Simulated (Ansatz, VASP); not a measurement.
**One calculation of KGe3, two programs**

```xyz
4
Lattice="-2.2124 2.2124 5.4419 2.2124 -2.2124 5.4419 2.2124 2.2124 -5.4419" Properties=species:S:1:pos:R:3 pbc="T T T"
K     0.0000    0.0000    0.0000
Ge    0.0000    0.0000    4.1456
Ge    0.0000    2.2124    2.7209
Ge    0.0000    0.0000    6.7382
```

Alike in both runs: functional PBE; k mesh 6 × 6 × 6; occupations gaussian, width 0.1 eV; no spin polarisation.

Ansatz relaxed the structure, and its values are those at the end. VASP's run is a single point on that final structure, the one shown.

|  | VASP | Ansatz |
| --- | --- | --- |
| version | VASP 6.6.1 | Ansatz 0.2.0 |
| potentials or method | VASP PAW PBE potentials, release 64 (K_sv, Ge_d), cutoff 520 eV | scalar-relativistic, plane waves, PAW |
| valence electrons in the cell | 51 | 51 |

```csv
,VASP,Ansatz,Ansatz less VASP
gap on the k mesh at the Fermi level (eV),none,none,-
pressure (GPa),0.0,0.0,0.00
rms of the force components (eV/Å),0.008,0.009,+0.0010
```

A gap of «none» marks a metal or a gap that the smearing closes. With one functional, cell and mesh, what is left measures potentials, basis and numerics.
